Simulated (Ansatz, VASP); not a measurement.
# LiMgBN2: VASP beside Ansatz

```
CELL_PARAMETERS angstrom
-1.88930 1.88930 4.42384
1.88930 -1.88930 4.42384
1.88930 1.88930 -4.42384
ATOMIC_POSITIONS crystal
Li 0.25000 0.75000 0.50000
Mg 0.75000 0.25000 0.50000
B 0.50000 0.50000 0.00000
N 0.65174 0.65174 0.00000
N 0.34826 0.34826 0.00000
```

Alike in both runs: functional PBEsol; k mesh 10 × 10 × 10; occupations gaussian, width 0.02 eV; no spin polarisation.

Ansatz relaxed the structure, and its values are those at the end. VASP's run is a single point on that final structure, the one shown.

```csv
,VASP,Ansatz
version,VASP 6.6.1,Ansatz 0.2.0
potentials or method,"VASP PAW PBE potentials, release 64 (Li_sv, Mg, B, N), cutoff 520 eV","scalar-relativistic, plane waves, PAW"
valence electrons in the cell,18,26
```

```tsv
	VASP	Ansatz	Ansatz less VASP
gap on the k mesh at the Fermi level (eV)	2.53	2.54	+0.003
least direct gap on the mesh (eV)	3.44	3.45	+0.009
rms of the force components (eV/Å)	0.006	0.001	-0.0057
```

VASP's potentials were made for PBE, not for PBEsol. With one functional, cell and mesh, what is left measures potentials, basis and numerics. VASP's potentials hold 18 valence electrons a cell and Ansatz's 26, so a difference there can come from the potentials and not from the codes.

Noted on VASP's run: the cutoff is under 1.25 times that of the potentials, so the pressure is a little rough.
